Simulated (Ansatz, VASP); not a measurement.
## Bi2Te3 in VASP and in Ansatz

File INCAR:

```
PREC = Accurate
ENCUT = 520
EDIFF = 1E-6
ISMEAR = 0
SIGMA = 0.05
LREAL = False
LASPH = True
NELM = 80
ALGO = Normal
ISIF = 2
LWAVE = False
LCHARG = False
GGA = RP
NBANDS = 32
```

Contents of KPOINTS:

```
regular mesh
0
Gamma
  6 6 6
```

The input POSCAR:

```
Bi2Te3
1.0
    2.1993897147      1.2698182438     10.1067013255
   -2.1993897147      1.2698182438     10.1067013255
    0.0000000000     -2.5396364877     10.1067013255
Bi Te
2 3
Direct
    0.4001327940      0.4001327940      0.4001327940
    0.5998672060      0.5998672060      0.5998672060
    0.0000000000      0.0000000000      0.0000000000
    0.2094496896      0.2094496896      0.2094496896
    0.7905503104      0.7905503104      0.7905503104
```

Input for Ansatz:

```yaml
crystal:
  lattice:
    - [2.199389714717, 1.269818243828, 10.10670132554]
    - [-2.199389714717, 1.269818243828, 10.10670132554]
    - [2.003006402121e-33, -2.539636487706, 10.10670132553]
  atoms:
    - { symbol: Bi, position: [0.4001327939571, 0.4001327939571, 0.4001327939571] }
    - { symbol: Bi, position: [0.5998672060429, 0.5998672060429, 0.5998672060429] }
    - { symbol: Te, position: [5.682793198279e-21, 5.682793198279e-21, 5.682793198167e-21] }
    - { symbol: Te, position: [0.209449689596, 0.209449689596, 0.209449689596] }
    - { symbol: Te, position: [0.790550310404, 0.790550310404, 0.790550310404] }
basis:
  ecutwfc: 420
  ecutrho_ratio: 4
kpoints:
  mp_grid: { grid: [6, 6, 6] }
hamiltonian:
  xc: rpbe
scf:
  occupations: { method: gaussian, width: 0.05 }
output:
  forces: true
  stress: true
```

Alike in both runs: task single point; functional RPBE; k mesh 6 × 6 × 6; occupations gaussian, width 0.05 eV; no spin polarisation.

|  | VASP | Ansatz |
| --- | --- | --- |
| version | VASP 6.6.1 | Ansatz 0.2.0 |
| potentials or method | VASP PAW PBE potentials, release 64 (Bi_d, Te), cutoff 520 eV | scalar-relativistic, plane waves, PAW |
| valence electrons in the cell | 48 | 78 |

```csv
,VASP,Ansatz,Ansatz less VASP
pressure (GPa),3.3,3.3,+0.03
"traceless stress, the component that is largest in VASP (GPa)",0.12,0.12,-0.002
rms of the force components (eV/Å),0.006,0.002,-0.0038
```

VASP's potentials were made for PBE, not for RPBE. Atom by atom the forces differ by 0.005 eV/Å (rms over components). VASP's potentials hold 48 valence electrons a cell and Ansatz's 78, so a difference there can come from the potentials and not from the codes.

Neither program's run includes spin-orbit coupling.
